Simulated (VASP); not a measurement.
Write the native input for VASP 6.6.1 that does the following.

| Property | Result |
| --- | --- |
| Task | relaxation of cell and atoms |
| Functional | PBE |
| Potentials or basis | VASP PAW PBE potentials, release 64 (Sc_sv, Si, O) |
| Cutoff | 600 eV |
| k mesh | 12 × 12 × 12 |
| Occupations | gaussian, width 0.1 eV |
| Spin | no spin polarisation |
| Dipole correction | no |
| Further INCAR settings | ALGO = Normal; EDIFF = 1e-06; IBRION = 2; EDIFFG = -0.01; NSW = 100; ISIF = 3 |

The structure of ScSi2O3 lies in POSCAR:

```
ScSi2O3
1.0
   -2.1204904877      2.1204904877      4.0375494758
    2.1204904877     -2.1204904877      4.0375494758
    2.1204904877      2.1204904877     -4.0375494758
Sc Si O
1 2 3
Direct
    0.0000000000      0.0000000000      0.0000000000
    0.7500000000      0.2500000000      0.5000000000
    0.2500000000      0.7500000000      0.5000000000
    0.5000000000      0.0000000000      0.5000000000
    0.0000000000      0.5000000000      0.5000000000
    0.5000000000      0.5000000000      0.0000000000
```

The cell was built from a structure type or drawn by symmetry, and may not be a known phase.

These files were run (other wordings do the same):

INCAR

```
PREC = Accurate
ENCUT = 600
EDIFF = 1E-6
ISMEAR = 0
SIGMA = 0.1
LREAL = F
LASPH = T
NELM = 60
ALGO = Normal
ISIF = 3
LWAVE = F
LCHARG = F
GGA = PE
IBRION = 2
NSW = 100
EDIFFG = -0.01
```

KPOINTS

```
Automatic mesh
0
Gamma
  12 12 12
```

Potentials or basis: VASP PAW PBE potentials, release 64 (Sc_sv, Si, O).

Command:

```bash
$ cat potpaw_PBE.64/Sc_sv/POTCAR potpaw_PBE.64/Si/POTCAR potpaw_PBE.64/O/POTCAR > POTCAR
$ mpirun -np 1 vasp_std > vasp.out
```

Results of the run:

```yaml
Relaxed_volume: 12.10 Å³/atom
Relaxed_cell: a = 4.981 Å, b = 4.981 Å, c = 4.981 Å, α = 129.05°, β = 129.05°, γ = 74.94°
Space_group_after_relaxing_to_0.1_Å: I4/mmm (No. 139)
Energy_gained_by_relaxing: 2.3 meV/atom
Ionic_steps: 4
Pressure_after_relaxing: 0.0 GPa
Band_gap_on_the_k_mesh: zero (an odd number of electrons rules out a gap without spin polarisation)
```

Caveat: an odd number of electrons without spin polarisation forces a metal; a magnetic or distorted state may lie lower.

Run time: 8.4 min on 1 thread of Intel(R) Xeon(R) 6975P-C (Granite Rapids), with other jobs on the host, peak memory 0.49 GiB.
